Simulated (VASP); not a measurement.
# Si2Ni (P-3m1) in VASP: single point with PBEsol

Aim: the single point of Si2Ni with PBEsol.

Everything below comes from runs of VASP 6.6.1. Logs are shortened: lines on timing, memory, paths and dates and some standing lists are left out, and cuts for length are marked.

### 1 The cell of the first run

It takes space group P-3m1 (No. 164, trigonal). Conventional cell: a = 3.812 Å, b = 3.812 Å, c = 9.188 Å, α = 90.00°, β = 90.00°, γ = 120.00°. Within 3.1 Å of Si (site symmetry 3m) lie 4 Ni at 2.33 Å and 6 Si at 2.70 Å. Within 2.9 Å of Si (site symmetry 3m) lie 4 Ni at 2.18 to 2.33 Å and 6 Si at 2.61 to 2.70 Å. Si (site symmetry 3m) has 4 Ni at 2.33 Å and 6 Si at 2.70 Å within 3.1 Å. Within 3.1 Å of Ni (site symmetry -3m) lie 8 Si at 2.33 Å. Ni (site symmetry 3m) has 8 Si at 2.18 to 2.33 Å within 2.9 Å.

### 2 Single point, PBEsol

The input, INCAR:

```
PREC = Accurate
ENCUT = 520
EDIFF = 1E-7
ISMEAR = 0
SIGMA = 0.15
LREAL = F
LASPH = T
NELM = 60
ALGO = Normal
ISIF = 2
LWAVE = F
LCHARG = F
GGA = PS
NBANDS = 37
```

The input, KPOINTS:

```
Automatic mesh
0
Gamma
  14 14 5
```

The input, POSCAR:

```
Si2Ni
1.0
    2.6957048483     -2.6957048483      0.0000000000
    2.6957048483      0.0000000000     -2.6957048483
    5.3048071561      5.3048071561      5.3048071561
Si Ni
6 3
Direct
    0.6666666667      0.6666666667      0.4234858116
    1.0000000000      0.0000000000      0.0847107133
    0.3333333333      0.3333333333      0.7622609098
    0.6666666667      0.6666666667      0.9316484589
    1.0000000000      0.0000000000      0.5928733607
    0.3333333333      0.3333333333      0.2540982624
    0.3333333333      0.3333333333      0.5081795861
    0.6666666667      0.6666666667      0.1694044879
    1.0000000000      0.0000000000      0.8469546844
```

Potentials or basis: VASP PAW PBE potentials, release 64 (Si, Ni).

Run with:

```bash
$ cat potpaw_PBE.64/Si/POTCAR potpaw_PBE.64/Ni/POTCAR > POTCAR
$ mpirun -np 1 vasp_std > vasp.out
```

OUTCAR:

```text
PREC = Accurate
   ENCUT = 520
   EDIFF = 1E-7
   ISMEAR = 0
   LREAL = F
   LASPH = T
   NELM = 60
   ISIF = 2
   GGA = PS

 ion  position               nearest neighbor table
   1  0.667  0.667  0.423-   7 2.33   7 2.33   8 2.33   7 2.33   5 2.70   5 2.70   5 2.70   6 2.70
                             6 2.70   6 2.70
   2  0.000  0.000  0.085-   9 2.18   8 2.33   8 2.33   8 2.33   4 2.61   4 2.61   4 2.61   6 2.70
                             6 2.70   6 2.70
   3  0.333  0.333  0.762-   9 2.33   7 2.33   9 2.33   9 2.33   5 2.70   4 2.70   4 2.70   5 2.70
                             5 2.70   4 2.70
   4  0.667  0.667  0.932-   8 2.18   9 2.33   9 2.33   9 2.33   2 2.61   2 2.61   2 2.61   3 2.70
                             3 2.70   3 2.70
   5  0.000  0.000  0.593-   7 2.33   9 2.33   7 2.33   7 2.33   1 2.70   3 2.70   1 2.70   1 2.70
                             3 2.70   3 2.70
   6  0.333  0.333  0.254-   8 2.33   8 2.33   7 2.33   8 2.33   2 2.70   2 2.70   2 2.70   1 2.70
                             1 2.70   1 2.70
   7  0.333  0.333  0.508-   1 2.33   1 2.33   5 2.33   3 2.33   6 2.33   5 2.33   5 2.33   1 2.33

   8  0.667  0.667  0.169-   4 2.18   6 2.33   6 2.33   2 2.33   1 2.33   2 2.33   2 2.33   6 2.33

   9  0.000  0.000  0.847-   2 2.18   4 2.33   3 2.33   4 2.33   4 2.33   5 2.33   3 2.33   3 2.33

  LATTYP: Found a hexagonal cell.
 ALAT       =     3.8123023566
 C/A-ratio  =     2.4101434407

  Lattice vectors:

 A1 = (  -2.6957048483,   0.0000000000,   2.6957048483)
 A2 = (   2.6957048483,  -2.6957048483,   0.0000000000)
 A3 = (   5.3048071561,   5.3048071561,   5.3048071561)

Analysis of symmetry for initial positions (statically):
=====================================================================
 Subroutine PRICEL returns:
 Original cell was already a primitive cell.

 Routine SETGRP: Setting up the symmetry group for a
 hexagonal supercell.

 Subroutine GETGRP returns: Found 12 space group operations
 (whereof  6 operations were pure point group operations)
 out of a pool of 24 trial point group operations.

The static configuration has the point symmetry C_3v.
 The point group associated with its full space group is D_3d.

Analysis of symmetry for dynamics (positions and initial velocities):
=====================================================================
 Subroutine PRICEL returns:
 Original cell was already a primitive cell.

 Routine SETGRP: Setting up the symmetry group for a
 hexagonal supercell.

 Subroutine GETGRP returns: Found 12 space group operations
 (whereof  6 operations were pure point group operations)
 out of a pool of 24 trial point group operations.

The dynamic configuration has the point symmetry C_3v.
 The point group associated with its full space group is D_3d.

 Subroutine INISYM returns: Found 12 space group operations
 (whereof  6 operations are pure point group operations),
 and found     1 'primitive' translations

----------------------------------------------------------------------------------------

                                     Primitive cell

  volume of cell :     115.6473

  direct lattice vectors                    reciprocal lattice vectors
     2.695704848 -2.695704848  0.000000000     0.123653498 -0.247306995  0.123653498
     2.695704848  0.000000000 -2.695704848     0.123653498  0.123653498 -0.247306995
     5.304807156  5.304807156  5.304807156     0.062836089  0.062836089  0.062836089

  length of vectors
     3.812302357  3.812302357  9.188195519     0.302887974  0.302887974  0.108835298

  position of ions in fractional coordinates (direct lattice)
     0.666666667  0.666666667  0.423485812
     0.000000000  0.000000000  0.084710713
     0.333333333  0.333333333  0.762260910
     0.666666667  0.666666667  0.931648459
     0.000000000  0.000000000  0.592873361
     0.333333333  0.333333333  0.254098262
     0.333333333  0.333333333  0.508179586
     0.666666667  0.666666667  0.169404488
     0.000000000  0.000000000  0.846954684

  ion indices of the primitive-cell ions
   primitive index   ion index
                 1           1
                 2           2
                 3           3
                 4           4
                 5           5
                 6           6
                 7           7
                 8           8
                 9           9

----------------------------------------------------------------------------------------

 KPOINTS: Automatic mesh

Automatic generation of k-mesh.
 Grid dimensions read from file:
 generate k-points for:   14   14    5

 Generating k-lattice:

  Cartesian coordinates                     Fractional coordinates (reciprocal lattice)
     0.008832393 -0.017664785  0.008832393     0.071428571  0.000000000  0.000000000
     0.008832393  0.008832393 -0.017664785     0.000000000  0.071428571  0.000000000
     0.012567218  0.012567218  0.012567218     0.000000000  0.000000000  0.200000000

  Length of vectors
     0.021634855  0.021634855  0.021767060

  Shift w.r.t. Gamma in fractional coordinates (k-lattice)
     0.000000000  0.000000000  0.000000000

 Subroutine IBZKPT returns following result:
 ===========================================

 Found    104 irreducible k-points:

 Following reciprocal coordinates:
            Coordinates               Weight
  0.000000  0.000000  0.000000      1.000000
  0.071429  0.000000  0.000000      6.000000
  0.142857  0.000000  0.000000      6.000000
  0.214286  0.000000  0.000000      6.000000
  0.285714  0.000000  0.000000      6.000000
  0.357143  0.000000  0.000000      6.000000
[... 16 lines left out ...]
 -0.428571  0.285714 -0.000000      6.000000
 -0.357143  0.285714  0.000000      6.000000
 [... further k-points ...]
   k-points           NKPTS =    104   k-points in BZ     NKDIM =    104   number of bands    NBANDS=     37
   number of dos      NEDOS =    301   number of ions     NIONS =      9
   total plane-waves  NPLWV =  54880
   dimension x,y,z NGX =    28 NGY =   28 NGZ =   70
   dimension x,y,z NGXF=    56 NGYF=   56 NGZF=  140
   ions per type =               6   3
   NGX,Y,Z   is equivalent  to a cutoff of  12.21, 12.21, 12.67 a.u.
   NGXF,Y,Z  is equivalent  to a cutoff of  24.42, 24.42, 25.33 a.u.
 SYSTEM =  unknown system
   PREC   = accura    normal or accurate (medium, high low for compatibility)
   ISTART =      0    job   : 0-new  1-cont  2-samecut
   ICHARG =      2    charge: 1-file 2-atom 10-const
   ISPIN  =      1    spin polarized calculation?
   LNONCOLLINEAR =      F non collinear calculations
   LSORBIT =      F    spin-orbit coupling
   LASPH  =      T    aspherical Exc in radial PAW
   ENCUT  =  520.0 eV  38.22 Ry    6.18 a.u.   7.09  7.09 17.08*2*pi/ulx,y,z
   NELM   =     60;   NELMIN=  2; NELMDL= -5     # of ELM steps
   EDIFF  = 0.1E-06   stopping-criterion for ELM
   LREAL  =      F    real-space projection
   EDIFFG = 0.1E-05   stopping-criterion for IOM
   NSW    =      0    number of steps for IOM
   IBRION =     -1    ionic relax: 0-MD 1-quasi-New 2-CG
   NFREE  =      0    steps in history (QN), initial steepest desc. (CG)
   ISIF   =      2    stress and relaxation
   ISYM   =      2    0-nonsym 1-usesym 2-fastsym
   POTIM  = 0.5000    time-step for ionic-motion
   TEBEG  =    0.0;   TEEND  =   0.0 temperature during run
   PSTRESS=    0.0 pullay stress
   NELECT =      54.0000    total number of electrons
   NUPDOWN=      -1.0000    fix difference up-down
   EMIN   =  10.00;   EMAX   =-10.00  energy-range for DOS
   EFERMI =   0.00;   METHOD = LEGACY
   ISMEAR =     0;   SIGMA  =   0.15  broadening in eV -4-tet -1-fermi 0-gaus
   EFERMI_NEDOS =   21; number of points for ismear=-14 and -15
   IALGO  =     38    algorithm
   IMIX   =      4    mixing-type and parameters
     AMIX     =   0.40;   BMIX     =  1.00
     AMIX_MAG =   1.60;   BMIX_MAG =  1.00
  volume/ion in A,a.u.               =      12.85        86.71
  Fermi-wavevector in a.u.,A,eV,Ry     =   1.270070  2.400084 21.947247  1.613077
  Thomas-Fermi vector in A             =   2.403077
   LORBIT       =      0    0 simple, 1 ext, 2 COOP (PROOUT), +10 PAW based schemes
   GGA     = PS    functional components
   LHFCALC =     F    Hartree Fock is set to
   AEXX    =    0.0000 exact exchange contribution
   IVDW    =     0    specifies the selected vdW correction
   LEPSILON=     F    determine dielectric tensor
   LRPA    =     F    only Hartree local field effects (RPA)
 non-spin polarized calculation
 Gauss-broadening in eV      SIGMA  =   0.15
  energy-cutoff  :      520.00
  volume of cell :      115.65
 maximum number of plane-waves:      3138
   NGX = 15   NGY = 15   NGZ = 35

 number of electron      53.9999995 magnetization

 Free energy of the ion-electron system (eV)
  ---------------------------------------------------
  ext. energy  EPLUGINS =         0.00000000
  ---------------------------------------------------
  free energy    TOTEN  =       -56.79867215 eV

  energy without entropy =      -56.76979604  energy(sigma->0) =      -56.78423409

 E-fermi :  10.7531     XC(G=0): -11.8078

 val. band max:       10.7472156217   @ k =   0.4286   0.1429   0.2000
 cond. band min:      10.7560177633   @ k =   0.1429   0.1429   0.2000
 fundamental gap:      0.0088021417
 Fermi energy:        10.7531017186

 k-point     1 :       0.0000    0.0000    0.0000
  band No.  band energies     occupation
      1      -3.3915      2.00000
      2      -1.7585      2.00000
      3      -1.5817      2.00000
      4       2.6342      2.00000
      5       2.7263      2.00000
      6       5.2987      2.00000
[... 29 lines left out ...]
     36      12.9648      0.00000
     37      12.9986      0.00000

 k-point     2 :       0.0714    0.0000    0.0000
  band No.  band energies     occupation
      1      -3.3238      2.00000
      2      -1.6936      2.00000
      3      -1.5166      2.00000
      4       2.6650      2.00000
      5       2.7558      2.00000
      6       5.1727      2.00000
[... 872 lines left out ...]
 k-point    24 :      -0.3571    0.2857    0.0000
  band No.  band energies     occupation
      1       0.3958      2.00000
      2       0.5206      2.00000
      3       1.2194      2.00000
      4       1.3859      2.00000
      5       1.6587      2.00000
      6       1.6938      2.00000
[... 29 lines left out ...]
     36      16.1095      0.00000
     37      16.3331      0.00000

 [... further k-points ...]

------------------------ aborting loop because EDIFF is reached ----------------------------------------

  FORCE on cell =-STRESS in cart. coord.  units (eV):
  Direction    XX          YY          ZZ          XY          YZ          ZX
  --------------------------------------------------------------------------------------
  -------------------------------------------------------------------------------------
  Total        2.4803844      2.4803844      2.4803844      1.6201346      1.6201346      1.6201346
  in kB       34.3632345     34.3632345     34.3632345     22.4453383     22.4453383     22.4453383
  external PRESSURE =      34.3632345 kB  Pullay stress =       0.0000000 kB

 VOLUME and BASIS-vectors are now :
 -----------------------------------------------------------------------------
  energy-cutoff  :      520.00
  volume of cell :      115.65
      direct lattice vectors                 reciprocal lattice vectors
     2.695704848 -2.695704848  0.000000000     0.123653498 -0.247306995  0.123653498
     2.695704848  0.000000000 -2.695704848     0.123653498  0.123653498 -0.247306995
     5.304807156  5.304807156  5.304807156     0.062836089  0.062836089  0.062836089

 POSITION                                       TOTAL-FORCE (eV/Angst)
 -----------------------------------------------------------------------------------
      5.84078      0.44937      0.44937         0.061245      0.061245      0.061245
      0.44937      0.44937      0.44937         0.725562      0.725562      0.725562
      5.84078      3.14508      3.14508        -0.098290     -0.098290     -0.098290
      8.53649      3.14508      3.14508        -0.725562     -0.725562     -0.725562
      3.14508      3.14508      3.14508        -0.061245     -0.061245     -0.061245
      3.14508      0.44937      0.44937         0.098290      0.098290      0.098290
      4.49293      1.79723      1.79723         0.000000      0.000000      0.000000
      4.49293     -0.89848     -0.89848         0.538297      0.538297      0.538297
      4.49293      4.49293      4.49293        -0.538297     -0.538297     -0.538297
 -----------------------------------------------------------------------------------
    total drift:                                0.000001      0.000001      0.000001

  FREE ENERGIE OF THE ION-ELECTRON SYSTEM (eV)
  ---------------------------------------------------
  free  energy   TOTEN  =       -56.7986721474 eV

  energy  without entropy=      -56.7697960379  energy(sigma->0) =      -56.78423409
```

Run time: 9.3 min. Hardware: 1 thread of Intel Xeon 6975P-C, shared host; peak memory 0.47 GiB.

Results:

| Property | Result |
| --- | --- |
| Free energy | -56.7987 eV |
| Pressure | 3.4 GPa |
| Largest force | 1.257 eV/Å |
| Band gap on the k mesh | zero (band 27 reaches 12.19 eV, above the bottom of band 28 at 10.33 eV) |

Forces on the atoms (eV/Å):
```
Si   0.061  0.061  0.061
Si   0.726  0.726  0.726
Si  -0.098 -0.098 -0.098
Si  -0.726 -0.726 -0.726
Si  -0.061 -0.061 -0.061
Si   0.098  0.098  0.098
Ni   0.000  0.000  0.000
Ni   0.538  0.538  0.538
Ni  -0.538 -0.538 -0.538
```

Levels at points of the mesh, in eV from the Fermi level:
```tsv
k point	band 24	band 25	band 26	band 27	band 28	band 29	band 30	band 31
(0.00, 0.00, 0.00)	-0.82	-0.11	1.38	1.43	1.66	1.66	1.85	1.93
(0.50, 0.00, 0.00)	-2.33	-2.31	-2.19	-2.10	-0.43	0.53	0.55	1.29
```

Caveat: the PAW data sets were made with another functional, which shifts forces and pressure a little.
